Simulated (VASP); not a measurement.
LiTaBe2N3: single point with PBE

LiTaBe2N3:

```
CELL_PARAMETERS angstrom
5.27604 0.00000 0.00000
-2.63802 4.56918 0.00000
0.00000 0.00000 4.53442
ATOMIC_POSITIONS crystal
Li 0.00000 0.00000 0.00000
Ta 0.00000 0.00000 0.50000
Be 0.33333 0.66667 0.00000
Be 0.66667 0.33333 0.00000
N 0.50000 0.00000 0.00000
N 0.00000 0.50000 0.00000
N 0.50000 0.50000 0.00000
```

The cell was generated, and may not be a known phase.

```json
{
  "Program": "VASP 6.6.1",
  "Task": "single point",
  "Functional": "PBE",
  "Potentials or basis": "VASP PAW PBE potentials, release 64 (Li_sv, Ta_pv, Be, N)",
  "Cutoff": "750 eV",
  "k mesh": "3 × 3 × 3",
  "Occupations": "gaussian, width 0.15 eV",
  "Spin": "no spin polarisation"
}
```

```
Pressure               : 0.3 GPa
Band gap on the k mesh : zero (an odd number of electrons rules out a gap without spin polarisation)
```

Stress tensor (GPa, compression positive):
```
0.34 0.00 0.00
0.00 0.34 0.00
0.00 0.00 0.14
```

Levels at points of the mesh, in eV from the Fermi level:
| k point | band 12 | band 13 | band 14 | band 15 | band 16 | band 17 | band 18 | band 19 | band 20 | band 21 |
| --- | --- | --- | --- | --- | --- | --- | --- | --- | --- | --- |
| (0.00, 0.00, 0.00) | -1.40 | -0.52 | -0.52 | -0.23 | -0.23 | -0.19 | 0.10 | 0.10 | 0.20 | 0.20 |

It took 68 s on 1 thread of AMD EPYC 7R43 64-Core Processor (Zen 3), with other jobs on the host, peak memory 0.28 GiB.

Caveat: the k points lie up to 0.46 Å⁻¹ apart, too coarse for converged energies and pressures of a metal; spin-orbit coupling is left out, which moves the levels of the heavy elements.
